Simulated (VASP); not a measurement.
# Sc5Al (P-62m) in VASP: a series of runs

Runs on Sc5Al. Level: PBE. Tasks: single point, relaxation of cell and atoms.

Everything below comes from runs of VASP 6.6.1. Logs are shortened: lines on timing, memory, paths and dates and some standing lists are left out, and cuts for length are marked.

## (1) The cell of the first run

Symmetry: P-62m, No. 189, hexagonal system. The conventional cell has a = 5.143 Å, b = 5.143 Å, c = 4.709 Å, α = 90.00°, β = 90.00°, γ = 120.00°. Sc (site symmetry m2m) has 10 Sc at 2.91 to 2.97 Å and 2 Al at 2.91 Å within 3.8 Å. Within 3.8 Å of Sc (site symmetry -6) lie 9 Sc at 2.91 to 2.97 Å and 3 Al at 2.97 Å. Within 3.8 Å of Al (site symmetry -62m) lie 12 Sc at 2.91 to 2.97 Å.

## (2) Single point, PBE

INCAR

```
SYSTEM = Sc5Al
PREC = Accurate
ENCUT = 520
EDIFF = 1E-6
ISMEAR = 0
SIGMA = 0.1
LREAL = .FALSE.
LASPH = .TRUE.
NELM = 60
ALGO = Fast
ISIF = 2
LWAVE = .FALSE.
LCHARG = .FALSE.
GGA = PE
NBANDS = 38
```

KPOINTS

```
regular mesh
0
G
  6 6 4
  0 0 0
```

POSCAR

```
Sc5Al
1.0
    5.1432550000      0.0000000000      0.0000000000
   -2.5716275000      4.4541894900      0.0000000000
    0.0000000000      0.0000000000      4.7094785600
Sc Al
5 1
Direct
    0.0000000000      0.6666666700      0.0000000000
    0.6666666700      0.0000000000      0.0000000000
    0.3333333300      0.3333333300      0.0000000000
    0.3333333300      0.6666666700      0.5000000000
    0.6666666700      0.3333333300      0.5000000000
    0.0000000000      0.0000000000      0.5000000000
```

Potentials or basis: VASP PAW PBE potentials, release 64 (Sc_sv, Al).

Run with:

```
cat potpaw_PBE.64/Sc_sv/POTCAR potpaw_PBE.64/Al/POTCAR > POTCAR
mpirun -np 1 vasp_std > vasp.out
```

OUTCAR:

```text
SYSTEM = Sc5Al
   PREC = Accurate
   ENCUT = 520
   EDIFF = 1E-6
   ISMEAR = 0
   LREAL = .FALSE.
   LASPH = .TRUE.
   NELM = 60
   ISIF = 2
   GGA = PE

 ion  position               nearest neighbor table
   1  0.000  0.667  0.000-   4 2.91   4 2.91   6 2.91   6 2.91   5 2.91   5 2.91   2 2.97   3 2.97
                             2 2.97   3 2.97   3 2.97   2 2.97
   2  0.667  0.000  0.000-   6 2.91   6 2.91   5 2.91   5 2.91   4 2.91   4 2.91   3 2.97   1 2.97
                             3 2.97   1 2.97   3 2.97   1 2.97
   3  0.333  0.333  0.000-   6 2.91   6 2.91   5 2.91   5 2.91   4 2.91   4 2.91   2 2.97   1 2.97
                             2 2.97   1 2.97   1 2.97   2 2.97
   4  0.333  0.667  0.500-   1 2.91   1 2.91   2 2.91   2 2.91   3 2.91   3 2.91   6 2.97   5 2.97
                             5 2.97   6 2.97   6 2.97   5 2.97
   5  0.667  0.333  0.500-   2 2.91   2 2.91   1 2.91   1 2.91   3 2.91   3 2.91   6 2.97   4 2.97
                             4 2.97   6 2.97   6 2.97   4 2.97
   6  0.000  0.000  0.500-   2 2.91   2 2.91   3 2.91   1 2.91   1 2.91   3 2.91   5 2.97   4 2.97
                             5 2.97   4 2.97   5 2.97   4 2.97

  LATTYP: Found a hexagonal cell.
 ALAT       =     5.1432550000
 C/A-ratio  =     0.9156611057

  Lattice vectors:

 A1 = (   5.1432550000,   0.0000000000,   0.0000000000)
 A2 = (  -2.5716275000,   4.4541894900,   0.0000000000)
 A3 = (   0.0000000000,   0.0000000000,   4.7094785600)

Analysis of symmetry for initial positions (statically):
=====================================================================
 Subroutine PRICEL returns:
 Original cell was already a primitive cell.

 Routine SETGRP: Setting up the symmetry group for a
 hexagonal supercell.

 Subroutine GETGRP returns: Found 12 space group operations
 (whereof 12 operations were pure point group operations)
 out of a pool of 24 trial point group operations.

The static configuration has the point symmetry D_3h.

Analysis of symmetry for dynamics (positions and initial velocities):
=====================================================================
 Subroutine PRICEL returns:
 Original cell was already a primitive cell.

 Routine SETGRP: Setting up the symmetry group for a
 hexagonal supercell.

 Subroutine GETGRP returns: Found 12 space group operations
 (whereof 12 operations were pure point group operations)
 out of a pool of 24 trial point group operations.

The dynamic configuration has the point symmetry D_3h.

 Subroutine INISYM returns: Found 12 space group operations
[... 104 lines left out ...]
   NSW    =      0    number of steps for IOM
   IBRION =     -1    ionic relax: 0-MD 1-quasi-New 2-CG
   NFREE  =      0    steps in history (QN), initial steepest desc. (CG)
   ISIF   =      2    stress and relaxation
   ISYM   =      2    0-nonsym 1-usesym 2-fastsym
   POTIM  = 0.5000    time-step for ionic-motion
   TEBEG  =    0.0;   TEEND  =   0.0 temperature during run
   PSTRESS=    0.0 pullay stress
   NELECT =      58.0000    total number of electrons
   NUPDOWN=      -1.0000    fix difference up-down
   EMIN   =  10.00;   EMAX   =-10.00  energy-range for DOS
   EFERMI =   0.00;   METHOD = LEGACY
   ISMEAR =     0;   SIGMA  =   0.10  broadening in eV -4-tet -1-fermi 0-gaus
   EFERMI_NEDOS =   21; number of points for ismear=-14 and -15
   IALGO  =     68    algorithm
   IMIX   =      4    mixing-type and parameters
     AMIX     =   0.40;   BMIX     =  1.00
     AMIX_MAG =   1.60;   BMIX_MAG =  1.00
  volume/ion in A,a.u.               =      17.98       121.35
  Fermi-wavevector in a.u.,A,eV,Ry     =   1.331142  2.515493 24.108685  1.771938
  Thomas-Fermi vector in A             =   2.460175
   LORBIT       =      0    0 simple, 1 ext, 2 COOP (PROOUT), +10 PAW based schemes
   GGA     = PE    functional components
   LHFCALC =     F    Hartree Fock is set to
   AEXX    =    0.0000 exact exchange contribution
   IVDW    =     0    specifies the selected vdW correction
   LEPSILON=     F    determine dielectric tensor
   LRPA    =     F    only Hartree local field effects (RPA)
 non-spin polarized calculation
 RMM-DIIS sequential band-by-band and
 Gauss-broadening in eV      SIGMA  =   0.10
  energy-cutoff  :      520.00
  volume of cell :      107.89
 maximum number of plane-waves:      2946
 NGX is ok and might be reduce to    40
   NGX = 19   NGY = 19   NGZ = 17

 number of electron      57.9999996 magnetization

 Free energy of the ion-electron system (eV)
  ---------------------------------------------------
  ext. energy  EPLUGINS =         0.00000000
  ---------------------------------------------------
  free energy    TOTEN  =       -33.87203842 eV

  energy without entropy =      -33.81555738  energy(sigma->0) =      -33.84379790

 E-fermi :   5.8868     XC(G=0): -11.0014

 val. band max:        5.8810133623   @ k =   0.1667   0.1667   0.0000
 cond. band min:       5.8883346304   @ k =   0.5000   0.0000   0.0000
 fundamental gap:      0.0073212681
 Fermi energy:         5.8868494889

 k-point     1 :       0.0000    0.0000    0.0000
  band No.  band energies     occupation
      1     -42.8914      2.00000
      2     -42.6942      2.00000
      3     -42.6819      2.00000
      4     -42.6642      2.00000
      5     -42.6642      2.00000
      6     -22.0007      2.00000
[... 850 lines left out ...]
     37       7.5520      0.00000
     38       8.5828      0.00000

------------------------ aborting loop because EDIFF is reached ----------------------------------------

  FORCE on cell =-STRESS in cart. coord.  units (eV):
  Direction    XX          YY          ZZ          XY          YZ          ZX
  --------------------------------------------------------------------------------------
  -------------------------------------------------------------------------------------
  Total       14.1237854     14.1237855     15.0999693      0.0000000     -0.0000000      0.0000000
  in kB      209.7404155    209.7404156    224.2368976      0.0000000     -0.0000000      0.0000000
  external PRESSURE =     214.5725762 kB  Pullay stress =       0.0000000 kB

 VOLUME and BASIS-vectors are now :
 -----------------------------------------------------------------------------
  energy-cutoff  :      520.00
  volume of cell :      107.89
      direct lattice vectors                 reciprocal lattice vectors
     5.143255000  0.000000000  0.000000000     0.194429403  0.112253868  0.000000000
    -2.571627500  4.454189490  0.000000000     0.000000000  0.224507736  0.000000000
     0.000000000  0.000000000  4.709478560     0.000000000  0.000000000  0.212337733

 POSITION                                       TOTAL-FORCE (eV/Angst)
 -----------------------------------------------------------------------------------
     -1.71442      2.96946      0.00000        -0.516287      0.894236      0.000000
      3.42884      0.00000      0.00000         1.032575      0.000000      0.000000
      0.85721      1.48473      0.00000        -0.516287     -0.894236     -0.000000
     -0.00000      2.96946      2.35474        -0.000000      0.000000      0.000000
      2.57163      1.48473      2.35474        -0.000000      0.000000      0.000000
      0.00000      0.00000      2.35474        -0.000000      0.000000      0.000000
 -----------------------------------------------------------------------------------
    total drift:                               -0.000000     -0.000000      0.000000

  FREE ENERGIE OF THE ION-ELECTRON SYSTEM (eV)
  ---------------------------------------------------
  free  energy   TOTEN  =       -33.8720384159 eV

  energy  without entropy=      -33.8155573846  energy(sigma->0) =      -33.84379790
```

OSZICAR:

```text
N       E                     dE             d eps       ncg     rms          rms(c)
DAV:   1     0.119438584020E+04    0.11944E+04   -0.25945E+04  1604   0.168E+03
DAV:   2     0.584748591766E+02   -0.11359E+04   -0.11215E+04  2156   0.762E+02
DAV:   3    -0.322861228436E+02   -0.90761E+02   -0.87839E+02  2566   0.288E+02
[... 11 lines left out ...]
RMM:  15    -0.338720288878E+02   -0.11694E-04   -0.11807E-04  2202   0.410E-02    0.137E-02
RMM:  16    -0.338720344632E+02   -0.55755E-05   -0.56654E-05  1864   0.232E-02    0.167E-02
RMM:  17    -0.338720363851E+02   -0.19219E-05   -0.18469E-05  1663   0.183E-02    0.174E-02
RMM:  18    -0.338720374293E+02   -0.10442E-05   -0.93400E-06  1556   0.139E-02    0.182E-02
RMM:  19    -0.338720384159E+02   -0.98662E-06   -0.44500E-06  1501   0.124E-02
   1 F= -.33872038E+02 E0= -.33843798E+02  d E =-.564810E-01
```

Wall time 2.4 min (1 thread of AMD EPYC 9R14 (Zen 4), shared host); peak memory 0.22 GiB.

What came out:

- Free energy: -33.8720 eV
- Pressure: 21.5 GPa
- Largest force: 1.033 eV/Å
- Band gap on the k mesh: zero (bands 29 and 30 overlap by 0.41 eV)

Forces in eV/Å, atoms in the order of the input:
```
Sc  -0.516  0.894  0.000
Sc   1.033  0.000  0.000
Sc  -0.516 -0.894  0.000
Sc   0.000  0.000  0.000
Sc   0.000  0.000  0.000
Al   0.000  0.000  0.000
```

Stress tensor (GPa, compression positive):
```
20.97  0.00  0.00
 0.00 20.97  0.00
 0.00  0.00 22.42
```

Levels at points of the mesh, in eV from the Fermi level:
| k point | band 25 | band 26 | band 27 | band 28 | band 29 | band 30 | band 31 | band 32 | band 33 | band 34 |
| --- | --- | --- | --- | --- | --- | --- | --- | --- | --- | --- |
| (0.00, 0.00, 0.00) | -0.76 | -0.76 | -0.67 | -0.62 | -0.37 | -0.12 | -0.12 | 1.27 | 1.37 | 1.99 |
| (0.50, 0.00, 0.00) | -1.36 | -1.07 | -0.96 | -0.61 | 0.00 | 0.01 | 0.23 | 0.58 | 1.28 | 1.53 |
| (0.00, 0.00, 0.50) | -0.57 | -0.47 | -0.47 | -0.30 | -0.16 | 0.49 | 0.49 | 0.66 | 0.67 | 0.67 |
| (0.50, 0.00, 0.50) | -1.77 | -1.70 | -0.37 | 0.08 | 0.22 | 0.23 | 0.48 | 0.54 | 1.07 | 1.07 |

Caveat: the cell stands under pressure; forces of over 1 eV/Å act on the atoms, so gaps and moduli don't describe the material at rest.

## (3) Relaxation of cell and atoms, PBE

INCAR

```
SYSTEM = Sc5Al
  PREC = Accurate
  ENCUT = 600
  EDIFF = 1E-6
  ISMEAR = 0
  SIGMA = 0.1
  LREAL = .FALSE.
  LASPH = .TRUE.
  NELM = 100
  ALGO = Fast
  ISIF = 3
  LWAVE = .FALSE.
  LCHARG = .FALSE.
  GGA = PE
  IBRION = 2
  NSW = 90
  EDIFFG = -0.04
```

KPOINTS is that of step 2.

POSCAR is that of step 2.

Potentials or basis: VASP PAW PBE potentials, release 64 (Sc_sv, Al).

Run with:

```
cat potpaw_PBE.64/Sc_sv/POTCAR potpaw_PBE.64/Al/POTCAR > POTCAR
mpirun -np 1 vasp_std > vasp.out
```

OUTCAR:

```text
SYSTEM = Sc5Al
   PREC = Accurate
   ENCUT = 600
   EDIFF = 1E-6
   ISMEAR = 0
   LREAL = .FALSE.
   LASPH = .TRUE.
   NELM = 100
   ISIF = 3
   GGA = PE
   IBRION = 2
   NSW = 90
   EDIFFG = -0.04

 ion  position               nearest neighbor table
   1  0.000  0.667  0.000-   4 2.91   4 2.91   6 2.91   6 2.91   5 2.91   5 2.91   2 2.97   3 2.97
                             2 2.97   3 2.97   3 2.97   2 2.97
   2  0.667  0.000  0.000-   6 2.91   6 2.91   5 2.91   5 2.91   4 2.91   4 2.91   3 2.97   1 2.97
                             3 2.97   1 2.97   3 2.97   1 2.97
   3  0.333  0.333  0.000-   6 2.91   6 2.91   5 2.91   5 2.91   4 2.91   4 2.91   2 2.97   1 2.97
                             2 2.97   1 2.97   1 2.97   2 2.97
   4  0.333  0.667  0.500-   1 2.91   1 2.91   2 2.91   2 2.91   3 2.91   3 2.91   6 2.97   5 2.97
                             5 2.97   6 2.97   6 2.97   5 2.97
   5  0.667  0.333  0.500-   2 2.91   2 2.91   1 2.91   1 2.91   3 2.91   3 2.91   6 2.97   4 2.97
                             4 2.97   6 2.97   6 2.97   4 2.97
   6  0.000  0.000  0.500-   2 2.91   2 2.91   3 2.91   1 2.91   1 2.91   3 2.91   5 2.97   4 2.97
                             5 2.97   4 2.97   5 2.97   4 2.97

  LATTYP: Found a hexagonal cell.
 ALAT       =     5.1432550000
[... 202 lines left out ...]
      3     -42.6810      2.00000
      4     -42.6644      2.00000
      5     -42.6644      2.00000
      6     -22.0009      2.00000
[... 1045 lines left out ...]
--------------------------------------- Ionic step        8  -------------------------------------------

 number of electron      58.0000002 magnetization

 Free energy of the ion-electron system (eV)
  ---------------------------------------------------
  ext. energy  EPLUGINS =         0.00000000
  ---------------------------------------------------
  free energy    TOTEN  =       -35.65779402 eV

  energy without entropy =      -35.59737601  energy(sigma->0) =      -35.62758501

 E-fermi :   4.1888     XC(G=0):  -9.9988

 val. band max:        4.1868694750   @ k =   0.5000   0.0000   0.0000
 cond. band min:       4.1893919525   @ k =   0.0000   0.0000   0.2500
 fundamental gap:      0.0025224775
 Fermi energy:         4.1887878382

 k-point     1 :       0.0000    0.0000    0.0000
  band No.  band energies     occupation
      1     -45.1758      2.00000
      2     -45.1270      2.00000
      3     -45.0805      2.00000
      4     -45.0346      2.00000
      5     -45.0346      2.00000
      6     -23.9804      2.00000
[... 799 lines left out ...]
  FREE ENERGIE OF THE ION-ELECTRON SYSTEM (eV)
  ---------------------------------------------------
  free  energy   TOTEN  =       -35.6577940156 eV

  energy  without entropy=      -35.5973760069  energy(sigma->0) =      -35.62758501

 reached required accuracy - stopping structural energy minimisation
```

OSZICAR:

```text
N       E                     dE             d eps       ncg     rms          rms(c)
DAV:   1     0.131096492804E+04    0.13110E+04   -0.28341E+04  1428   0.209E+03
DAV:   2     0.830899147629E+02   -0.12279E+04   -0.12201E+04  2036   0.867E+02
DAV:   3    -0.302736581481E+02   -0.11336E+03   -0.11197E+03  2302   0.356E+02
[... 140 lines left out ...]
RMM:   6    -0.356577835624E+02   -0.19100E-04   -0.25576E-04  2059   0.983E-02    0.130E-02
RMM:   7    -0.356577896285E+02   -0.60662E-05   -0.92733E-05  1753   0.470E-02    0.712E-03
RMM:   8    -0.356577920247E+02   -0.23962E-05   -0.31922E-05  1380   0.298E-02    0.221E-03
RMM:   9    -0.356577935218E+02   -0.14971E-05   -0.15733E-05  1235   0.222E-02    0.138E-03
RMM:  10    -0.356577940156E+02   -0.49386E-06   -0.55604E-06  1073   0.155E-02
   8 F= -.35657794E+02 E0= -.35627585E+02  d E =-.905903E-03
```

CONTCAR:

```text
Sc5Al
   1.00000000000000
     5.5771469856765359    0.0000000000000000    0.0000000000000000
    -2.7885734928382679    4.8299509725610790    0.0000000000000000
     0.0000000000000000    0.0000000000000000    5.0858329404949254
  Sc              Al
     5     1
Direct
     0.0000000000000850    0.6849424479224158    0.0000000000000000
     0.6849424479222458    0.0000000000000000    1.0000000000000000
     0.3150575520776693    0.3150575520775844    0.0000000000000000
     0.3333333300000021    0.6666666699999979    0.5000000000000000
     0.6666666699999979    0.3333333300000021    0.5000000000000000
     0.0000000000000000    0.0000000000000000    0.5000000000000000

  0.00000000E+00  0.00000000E+00  0.00000000E+00
  0.00000000E+00  0.00000000E+00  0.00000000E+00
  0.00000000E+00  0.00000000E+00  0.00000000E+00
  0.00000000E+00  0.00000000E+00  0.00000000E+00
  0.00000000E+00  0.00000000E+00  0.00000000E+00
  0.00000000E+00  0.00000000E+00  0.00000000E+00
```

It took 18 min on 1 thread of AMD EPYC 9R14 (Zen 4), shared host; peak memory 0.27 GiB.

Results:

```
Free energy                           : -35.6578 eV
Relaxed volume                        : 22.83 Å³/atom
Relaxed cell                          : a = 5.577 Å, b = 5.577 Å, c = 5.086 Å, α = 90.00°, β = 90.00°, γ = 120.00°
Space group after relaxing (to 0.1 Å) : P-62m (No. 189)
Energy gained by relaxing             : 297.3 meV/atom
Ionic steps                           : 8
Pressure after relaxing               : 0.0 GPa
Band gap on the k mesh                : zero (bands 29 and 30 overlap by 0.49 eV)
```

Forces in eV/Å, atoms in the order of the input:
```
Sc   0.001 -0.002  0.000
Sc  -0.002  0.000  0.000
Sc   0.001  0.002  0.000
Sc   0.000  0.000  0.000
Sc   0.000  0.000  0.000
Al   0.000  0.000  0.000
```

Step by step:
```csv
step,energy change (eV),largest force (eV/Å),pressure (GPa),volume (Å³)
1,0.0000,1.0333,21.51,107.89
2,-1.5607,0.2508,-4.58,150.15
3,-1.7448,0.3970,-0.11,137.55
4,-1.7446,0.3862,-0.41,138.19
5,-1.7640,0.2782,-0.30,137.88
6,-1.7828,0.0145,-0.06,137.23
7,-1.7830,0.0117,-0.04,137.17
8,-1.7839,0.0020,0.05,137.00
```

Final structure:
```
Sc Al
1.0
     5.57715    0.00000    0.00000
    -2.78857    4.82995    0.00000
     0.00000    0.00000    5.08583
Sc Al
5 1
Direct
  0.00000 0.68494 0.00000
  0.68494 0.00000 0.00000
  0.31506 0.31506 0.00000
  0.33333 0.66667 0.50000
  0.66667 0.33333 0.50000
  0.00000 0.00000 0.50000
```

Caveat: the volume moved by over 15 % at a fixed basis, so the end points are rough.

## (4) Single point, PBE

This run uses another cell than the first one, of 22.85 Å³/atom.

INCAR

```
SYSTEM = Sc5Al
ALGO = Fast
EDIFF = 1E-7
ENCUT = 520
GGA = PE
ISIF = 2
ISMEAR = 0
LASPH = .True.
LCHARG = .True.
LELF = .True.
LREAL = .False.
LVHAR = .True.
LWAVE = .False.
NBANDS = 38
NELM = 60
PREC = Accurate
SIGMA = 0.1
```

KPOINTS

```
k-points
0
Gamma
  12 12 8
  0 0 0
```

POSCAR

```
Sc5Al
1.0
    5.5912328103      0.0000000000      0.0000000000
   -2.7956164051      4.8421496522      0.0000000000
    0.0000000000      0.0000000000      5.0647473568
Sc Al
5 1
Direct
    0.0000000000      0.6850364292      0.0000000000
    0.6850364292      0.0000000000      0.0000000000
    0.3149635708      0.3149635708      0.0000000000
    0.3333333333      0.6666666667      0.5000000000
    0.6666666667      0.3333333333      0.5000000000
    0.0000000000      0.0000000000      0.5000000000
```

Run with:

```
cat potpaw_PBE.64/Sc_sv/POTCAR potpaw_PBE.64/Al/POTCAR > POTCAR
mpirun -np 1 vasp_std > vasp.out
```

It took 15 min on 1 thread of AMD EPYC 9R14 (Zen 4), shared host; peak memory 0.48 GiB.

The run converged. Its results:

```
Free energy            : -35.6672 eV
Pressure               : 0.0 GPa
Band gap on the k mesh : zero (bands 29 and 30 overlap by 0.56 eV)
```

Levels at points of the mesh, in eV from the Fermi level:
```tsv
k point	band 26	band 27	band 28	band 29	band 30	band 31	band 32	band 33
(0.00, 0.00, 0.00)	-0.67	-0.52	-0.34	-0.34	-0.24	-0.24	0.80	1.36
(0.50, 0.00, 0.00)	-0.80	-0.59	-0.35	-0.05	0.01	0.07	0.72	0.92
(0.00, 0.00, 0.50)	-0.32	-0.32	-0.24	0.12	0.37	0.38	0.38	0.49
(0.50, 0.00, 0.50)	-1.33	-0.46	0.00	0.21	0.35	0.51	0.79	0.87
```

## (5) The runs side by side

| task | cell | k mesh | cutoff (eV) | gap on the mesh (eV) | pressure (GPa) |
| --- | --- | --- | --- | --- | --- |
| single point | a = 5.143, b = 5.143, c = 4.709 Å, angles 90.0, 90.0, 120.0°, 6 atoms, atomic positions A | 6 × 6 × 4 | 520 | none | 21.5 |
| relaxation of cell and atoms | relaxed from a = 5.143, b = 5.143, c = 4.709 Å, angles 90.0, 90.0, 120.0°, 6 atoms, atomic positions A | 6 × 6 × 4 | 600 | none | 0.0 |
| single point | a = 5.591, b = 5.591, c = 5.065 Å, angles 90.0, 90.0, 120.0°, 6 atoms, atomic positions B | 12 × 12 × 8 | 520 | none | 0.0 |

Alike in all rows: level PBE; potentials or basis VASP PAW PBE potentials, release 64 (Sc_sv, Al); no spin polarisation; smearing gaussian 0.1 eV.

Caveats: the cell stands under pressure (at least some runs); forces of over 1 eV/Å act on the atoms, so gaps and moduli don't describe the material at rest (at least some runs); the volume moved by over 15 % at a fixed basis, so the end points are rough (at least some runs).

Total energies depend on the potentials used, so only differences within one code and one set of settings carry meaning.
